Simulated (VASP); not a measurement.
# LuMnIn (P-6m2) in VASP: settings compared

LuMnIn is run at these levels: LDA, PBEsol, PBE; tasks: single point.

All numbers are computed with VASP 6.6.1; they aren't measurements. Logs are shortened: lines on timing, memory, paths and dates and some standing lists are left out, and cuts for length are marked.

## Step 1: The cell of the first run

Symmetry: P-6m2, No. 187, hexagonal system. Conventional cell: a = 4.586 Å, b = 4.586 Å, c = 3.277 Å, α = 90.00°, β = 90.00°, γ = 120.00°. Lu (site symmetry -6m2) has 6 In at 3.11 Å and 6 Mn at 3.11 Å and 2 Lu at 3.28 Å within 4.1 Å. Within 3.5 Å of In (site symmetry -6m2) lie 3 Mn at 2.65 Å and 6 Lu at 3.11 Å and 2 In at 3.28 Å. Mn (site symmetry -6m2) has 3 In at 2.65 Å and 6 Lu at 3.11 Å and 2 Mn at 3.28 Å within 3.5 Å.

## Step 2: Single point, LDA, collinear spin, ferromagnetic start

The input, INCAR:

```
SYSTEM = LuMnIn
PREC = Accurate
ENCUT = 520
EDIFF = 1E-6
ISMEAR = -1
SIGMA = 0.05
LREAL = .False.
LASPH = .True.
NELM = 150
ALGO = Fast
ISIF = 2
LWAVE = .False.
LCHARG = .True.
ISPIN = 2
MAGMOM = 0 0 4
LORBIT = 11
LMAXMIX = 4
GGA = CA
LELF = .True.
LVHAR = .True.
NBANDS = 36
```

The input, KPOINTS:

```
regular mesh
0
Gamma
  7 7 8
  0 0 0
```

The input, POSCAR:

```
LuMnIn
1.0
    4.5858014638      0.0000000000      0.0000000000
   -2.2929007319      3.9714205643      0.0000000000
    0.0000000000      0.0000000000      3.2772527501
Lu In Mn
1 1 1
Direct
    0.0000000000      0.0000000000      0.0000000000
    0.6666666667      0.3333333333      0.5000000000
    0.3333333333      0.6666666667      0.5000000000
```

Potentials or basis: VASP PAW PBE potentials, release 64 (Lu, In_d, Mn_pv).

Command:

```
$ cat potpaw_PBE.64/Lu/POTCAR potpaw_PBE.64/In_d/POTCAR potpaw_PBE.64/Mn_pv/POTCAR > POTCAR
$ mpirun -np 1 vasp_std > vasp.out
```

OUTCAR:

```text
SYSTEM = LuMnIn
   PREC = Accurate
   ENCUT = 520
   EDIFF = 1E-6
   ISMEAR = -1
   LREAL = .False.
   LASPH = .True.
   NELM = 150
   ISIF = 2
   ISPIN = 2
   LORBIT = 11
   GGA = CA

 ion  position               nearest neighbor table
   1  0.000  0.000  0.000-   2 3.11   3 3.11   2 3.11   3 3.11   3 3.11   3 3.11   2 3.11   2 3.11
                             2 3.11   2 3.11   3 3.11   3 3.11
   2  0.667  0.333  0.500-   3 2.65   3 2.65   3 2.65   1 3.11   1 3.11   1 3.11   1 3.11   1 3.11
                             1 3.11
   3  0.333  0.667  0.500-   2 2.65   2 2.65   2 2.65   1 3.11   1 3.11   1 3.11   1 3.11   1 3.11
                             1 3.11

  LATTYP: Found a hexagonal cell.
 ALAT       =     4.5858014638
 C/A-ratio  =     0.7146521226

  Lattice vectors:

 A1 = (   4.5858014638,   0.0000000000,   0.0000000000)
 A2 = (  -2.2929007319,   3.9714205643,   0.0000000000)
 A3 = (   0.0000000000,   0.0000000000,   3.2772527501)

Analysis of symmetry for initial positions (statically):
=====================================================================
 Subroutine PRICEL returns:
 Original cell was already a primitive cell.

 Routine SETGRP: Setting up the symmetry group for a
 hexagonal supercell.

 Subroutine GETGRP returns: Found 12 space group operations
 (whereof 12 operations were pure point group operations)
 out of a pool of 24 trial point group operations.

The static configuration has the point symmetry D_3h.

Analysis of symmetry for dynamics (positions and initial velocities):
=====================================================================
 Subroutine PRICEL returns:
 Original cell was already a primitive cell.

 Routine SETGRP: Setting up the symmetry group for a
 hexagonal supercell.

 Subroutine GETGRP returns: Found 12 space group operations
 (whereof 12 operations were pure point group operations)
 out of a pool of 24 trial point group operations.

The dynamic configuration has the point symmetry D_3h.

Analysis of structural, dynamic, and magnetic symmetry:
=====================================================================
 Subroutine PRICEL returns:
 Original cell was already a primitive cell.

 Routine SETGRP: Setting up the symmetry group for a
 hexagonal supercell.

 Subroutine GETGRP returns: Found 12 space group operations
 (whereof 12 operations were pure point group operations)
 out of a pool of 24 trial point group operations.

The overall configuration has the point symmetry D_3h.

 Subroutine INISYM returns: Found 12 space group operations
 (whereof 12 operations are pure point group operations),
 and found     1 'primitive' translations
[... 120 lines left out ...]
  Thomas-Fermi vector in A             =   2.657711
   LORBIT       =     11    0 simple, 1 ext, 2 COOP (PROOUT), +10 PAW based schemes
   GGA     = CA    functional components
   LHFCALC =     F    Hartree Fock is set to
   AEXX    =    0.0000 exact exchange contribution
   IVDW    =     0    specifies the selected vdW correction
   LEPSILON=     F    determine dielectric tensor
   LRPA    =     F    only Hartree local field effects (RPA)
 spin polarized calculation
 RMM-DIIS sequential band-by-band and
  energy-cutoff  :      520.00
  volume of cell :       59.69
 maximum number of plane-waves:      1650
 NGX is ok and might be reduce to    36
   NGX = 17   NGY = 17   NGZ = 13

 number of electron      51.0000025 magnetization       3.4096246

 Free energy of the ion-electron system (eV)
  ---------------------------------------------------
  ext. energy  EPLUGINS =         0.00000000
  ---------------------------------------------------
  free energy    TOTEN  =       -18.33495329 eV

  energy without entropy =      -18.31671010  energy(sigma->0) =      -18.32583169

 E-fermi :   6.0851     XC(G=0): -11.9618

 val. band max:        6.0691938999   @ k =   0.4286   0.0000   0.5000
 cond. band min:       6.0872952849   @ k =   0.2857   0.2857   0.3750
 fundamental gap:      0.0181013850
 Fermi energy:         6.0851482065

 spin component 1

 k-point     1 :       0.0000    0.0000    0.0000
  band No.  band energies     occupation
      1     -49.5711      1.00000
      2     -42.8657      1.00000
      3     -42.8657      1.00000
      4     -42.7160      1.00000
      5     -20.4710      1.00000
      6     -20.4710      1.00000
[... 925 lines left out ...]
     35      14.5871      0.00000
     36      16.1282      0.00000

 [... further k-points ...]

 spin component 2

 k-point     1 :       0.0000    0.0000    0.0000
  band No.  band energies     occupation
      1     -49.5887      1.00000
      2     -39.7276      1.00000
      3     -39.7276      1.00000
      4     -39.5664      1.00000
      5     -20.4896      1.00000
      6     -20.4896      1.00000
[... 925 lines left out ...]
     35      15.0981      0.00000
     36      16.3925      0.00000

 [... further k-points ...]
[... 5 lines left out ...]
  --------------------------------------------------------------------------------------
  -------------------------------------------------------------------------------------
  Total        0.0205375      0.0205375      0.0138678      0.0000000     -0.0000000      0.0000000
  in kB        0.5513002      0.5513002      0.3722609      0.0000000     -0.0000000      0.0000000
  external PRESSURE =       0.4916204 kB  Pullay stress =       0.0000000 kB

 VOLUME and BASIS-vectors are now :
 -----------------------------------------------------------------------------
  energy-cutoff  :      520.00
  volume of cell :       59.69
      direct lattice vectors                 reciprocal lattice vectors
     4.585801464  0.000000000  0.000000000     0.218064390  0.125899534  0.000000000
    -2.292900732  3.971420564  0.000000000     0.000000000  0.251799069  0.000000000
     0.000000000  0.000000000  3.277252750     0.000000000  0.000000000  0.305133621

 POSITION                                       TOTAL-FORCE (eV/Angst)
 -----------------------------------------------------------------------------------
      0.00000      0.00000      0.00000         0.000000      0.000000      0.000000
      2.29290      1.32381      1.63863         0.000000      0.000000      0.000000
     -0.00000      2.64761      1.63863        -0.000000      0.000000      0.000000
 -----------------------------------------------------------------------------------
    total drift:                                0.000001     -0.000000     -0.000000

  FREE ENERGIE OF THE ION-ELECTRON SYSTEM (eV)
  ---------------------------------------------------
  free  energy   TOTEN  =       -18.3349532865 eV

  energy  without entropy=      -18.3167100982  energy(sigma->0) =      -18.32583169

 total charge

# of ion       s       p       d       f       tot
--------------------------------------------------
    1        2.281   6.087   0.907  13.973  23.248
    2        0.922   0.950   9.849   0.000  11.721
    3        0.339   6.235   5.022   0.000  11.596
--------------------------------------------------
tot          3.542  13.272  15.778  13.973  46.565

 magnetization (x)

# of ion       s       p       d       f       tot
--------------------------------------------------
    1       -0.018   0.001  -0.055   0.009  -0.063
    2       -0.006  -0.003   0.008   0.000  -0.000
    3        0.028   0.040   3.207   0.000   3.274
--------------------------------------------------
tot          0.005   0.037   3.160   0.009   3.211
```

OSZICAR:

```text
N       E                     dE             d eps       ncg     rms          rms(c)
DAV:   1     0.404888980744E+03    0.40489E+03   -0.22939E+04  8232   0.421E+03
DAV:   2     0.235555524623E+02   -0.38133E+03   -0.36411E+03  6260   0.628E+02
DAV:   3    -0.180540342511E+02   -0.41610E+02   -0.40226E+02  6000   0.154E+02
[... 18 lines left out ...]
RMM:  22    -0.183349446612E+02   -0.51712E-05   -0.54176E-05  7891   0.268E-02    0.422E-03
RMM:  23    -0.183349483352E+02   -0.36740E-05   -0.36564E-05  7638   0.212E-02    0.111E-02
RMM:  24    -0.183349503520E+02   -0.20168E-05   -0.22772E-05  7314   0.167E-02    0.103E-02
RMM:  25    -0.183349517965E+02   -0.14445E-05   -0.15191E-05  6926   0.127E-02    0.113E-02
RMM:  26    -0.183349527326E+02   -0.93612E-06   -0.10380E-05  6595   0.102E-02    0.119E-02
RMM:  27    -0.183349532865E+02   -0.55387E-06   -0.65081E-06  6043   0.808E-03
   1 F= -.18334953E+02 E0= -.18325832E+02  d E =-.182432E-01  mag=     3.4094
```

stdout:

```text
POSCAR found type information on POSCAR LuInMn
 POSCAR found :  3 types and       3 ions
 scaLAPACK will be used
 -----------------------------------------------------------------------------
|                                                                             |
|                                                                             |
|     You enforced a specific xc type in the INCAR file but a different       |
|     I HOPE YOU KNOW WHAT YOU ARE DOING!                                     |
|                                                                             |
 -----------------------------------------------------------------------------

 LDA part: xc-table for (Slater(with rela. corr.)+CA(PZ))
 , standard interpolation
 POSCAR, INCAR and KPOINTS ok, starting setup
 FFT: planning ... GRIDC
 FFT: planning ... GRID_SOFT
 FFT: planning ... GRID
 WAVECAR not read
 entering main loop
WARNING in EDDRMM: call to ZHEGV failed, returncode =   8  4     30
WARNING in EDDRMM: call to ZHEGV failed, returncode =   6  3      8
WARNING in EDDRMM: call to ZHEGV failed, returncode =   8  4     29
```

It took 9.1 min on 1 thread of Intel Xeon 8259CL, shared host; peak memory 0.28 GiB.

Results:

- Free energy: -18.3350 eV
- Pressure: 0.0 GPa
- Net moment: 3.41 μB per cell
- Site moments: Lu -0.06; In -0.00; Mn +3.27 μB
- Valence electrons inside the program's atomic spheres: Lu 23.25; In 11.72; Mn 11.60

Levels at points of the mesh, in eV from the Fermi level:
Spin up:
| k point | band 25 | band 26 | band 27 | band 28 | band 29 | band 30 |
| --- | --- | --- | --- | --- | --- | --- |
| (0.00, 0.00, 0.00) | -1.67 | -0.47 | -0.47 | 0.20 | 3.01 | 4.66 |
| (0.00, 0.00, 0.50) | -2.44 | -0.71 | 1.62 | 1.62 | 3.04 | 3.04 |
Spin down:
```tsv
k point	band 22	band 23	band 24	band 25	band 26	band 27
(0.00, 0.00, 0.00)	-1.72	-1.04	0.52	0.71	0.71	0.98
(0.00, 0.00, 0.50)	-1.48	-1.48	-0.45	-0.45	1.98	2.61
```

Caveat: the PAW data sets were made with another functional, which shifts forces and pressure a little; spin-orbit coupling is left out, which moves the levels of the heavy elements.

[end of part 1 of 2]
